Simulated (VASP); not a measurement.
Crystal: P7Ru.

```xyz
8
Lattice="0.0000 4.1787 4.1787 4.1787 0.0000 4.1787 4.1787 4.1787 0.0000" Properties=species:S:1:pos:R:3 pbc="T T T"
P     0.0000    0.0000    0.0000
P     2.0894    0.0000    2.0894
P     0.0000    2.0894    2.0894
P     4.1787    2.0894    2.0894
P     2.0894    4.1787    2.0894
P     2.0894    2.0894    0.0000
P     2.0894    2.0894    4.1787
Ru    4.1787    4.1787    4.1787
```

The cell was generated, and may not be a known phase.

- Program: VASP 6.6.1
- Task: relaxation of cell and atoms
- Functional: PBE
- Potentials or basis: VASP PAW PBE potentials, release 64 (P, Ru_pv)
- Cutoff: 600 eV
- k mesh: 4 × 4 × 4
- Occupations: gaussian, width 0.1 eV
- Spin: no spin polarisation

At the start: pressure -16.8 GPa; volume 18.24 Å³/atom.

Question: How do energy, volume and symmetry change on relaxing?

Answer: Over 3 steps the energy falls by 254.8 meV/atom and the volume is 14.25 Å³/atom (-21.9 %); space group Fm-3m (No. 225, to 0.1 Å) before and after.

Step by step:
```csv
step,energy change (eV),largest force (eV/Å),pressure (GPa),volume (Å³)
1,0.0000,0.0000,-16.82,145.93
2,-1.9554,0.0000,5.34,109.11
3,-2.0388,0.0000,0.15,113.99
```

Final structure:
```cif
data_structure
_symmetry_space_group_name_H-M 'P 1'
_symmetry_Int_Tables_number 1
_cell_length_a 5.4425
_cell_length_b 5.4425
_cell_length_c 5.4425
_cell_angle_alpha 60.000
_cell_angle_beta 60.000
_cell_angle_gamma 60.000
_cell_volume 113.99
loop_
_atom_site_label
_atom_site_type_symbol
_atom_site_fract_x
_atom_site_fract_y
_atom_site_fract_z
_atom_site_occupancy
P1 P 0.00000 0.00000 0.00000 1
P2 P 0.00000 0.50000 0.00000 1
P3 P 0.50000 0.00000 0.00000 1
P4 P 0.00000 0.50000 0.50000 1
P5 P 0.50000 0.00000 0.50000 1
P6 P 0.00000 0.00000 0.50000 1
P7 P 0.50000 0.50000 0.00000 1
Ru1 Ru 0.50000 0.50000 0.50000 1
```

Caveat: the volume moved by over 15 % at a fixed basis, so the end points are rough.
